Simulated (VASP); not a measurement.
Mg7FeO8: single point with PBE+U

Crystal: Mg7FeO8.

```
CELL_PARAMETERS angstrom
0.00000 4.21200 4.21200
4.21200 0.00000 4.21200
4.21200 4.21200 0.00000
ATOMIC_POSITIONS crystal
Fe 0.00000 0.00000 0.00000
O 0.25000 0.25000 0.25000
O 0.25000 0.25000 0.75000
O 0.25000 0.75000 0.25000
O 0.25000 0.75000 0.75000
O 0.75000 0.25000 0.25000
O 0.75000 0.25000 0.75000
O 0.75000 0.75000 0.25000
O 0.75000 0.75000 0.75000
Mg 0.00000 0.00000 0.50000
Mg 0.00000 0.50000 0.00000
Mg 0.00000 0.50000 0.50000
Mg 0.50000 0.00000 0.00000
Mg 0.50000 0.00000 0.50000
Mg 0.50000 0.50000 0.00000
Mg 0.50000 0.50000 0.50000
```

```yaml
Program: VASP 6.6.1
Task: single point
Functional: PBE
Potentials_or_basis: VASP PAW PBE potentials, release 64 (Fe, O, Mg)
Cutoff: 600 eV
k_mesh: 1 × 1 × 1
Occupations: fermi-dirac, width 0.01 eV
Spin: collinear spin, ferromagnetic start
Starting_moments: "[4.0, 0.0, 0.0, 0.0, 0.0, 0.0, 0.0, 0.0, 0.0, 0.0, 0.0, 0.0, 0.0, 0.0, 0.0, 0.0] μB"
Hubbard_terms: Fe d U = 4.0 eV
```

```json
{
  "Pressure": "9.4 GPa",
  "Band gap on the k mesh": "zero (filled and empty bands touch)",
  "Net moment": "4.00 μB per cell",
  "Site moments": "Fe +3.69; O +0.00, +0.05 (each value once); Mg -0.00, +0.00 (each value once) μB",
  "Valence electrons inside the program's atomic spheres": "Fe 6.91; O 5.16, 5.15 (each value once); Mg 0.39"
}
```

Levels at points of the mesh, in eV from the Fermi level:
Spin up:
| k point | band 33 | band 34 | band 35 | band 36 | band 37 | band 38 | band 39 | band 40 | band 41 | band 42 |
| --- | --- | --- | --- | --- | --- | --- | --- | --- | --- | --- |
| (0.00, 0.00, 0.00) | -3.51 | -3.51 | -3.51 | -2.35 | -2.35 | 0.93 | 4.10 | 4.10 | 4.10 | 4.16 |
Spin down:
```csv
k point,band 28,band 29,band 30,band 31,band 32,band 33,band 34,band 35,band 36,band 37
"(0.00, 0.00, 0.00)",-4.14,-4.14,-3.45,-3.45,-3.45,0.01,0.01,0.01,1.05,2.69
```

Eigenvalues of the final occupation matrices:
| site | spin | trace | eigenvalues |
| --- | --- | --- | --- |
| site 1 d | 1 | 4.95 | 0.96 0.96 0.96 1.04 1.04 |
| site 1 d | 2 | 1.29 | 0.16 0.16 0.32 0.32 0.32 |

Run time: 2.4 min on 1 thread of Intel Xeon 8259CL, with other jobs on the host, peak memory 0.39 GiB.

Caveat: the k points lie up to 1.29 Å⁻¹ apart; a cell with one magnetic atom can't hold antiferromagnetic order, which such compounds often take. The state reached can hang on the start; a lower one may exist.
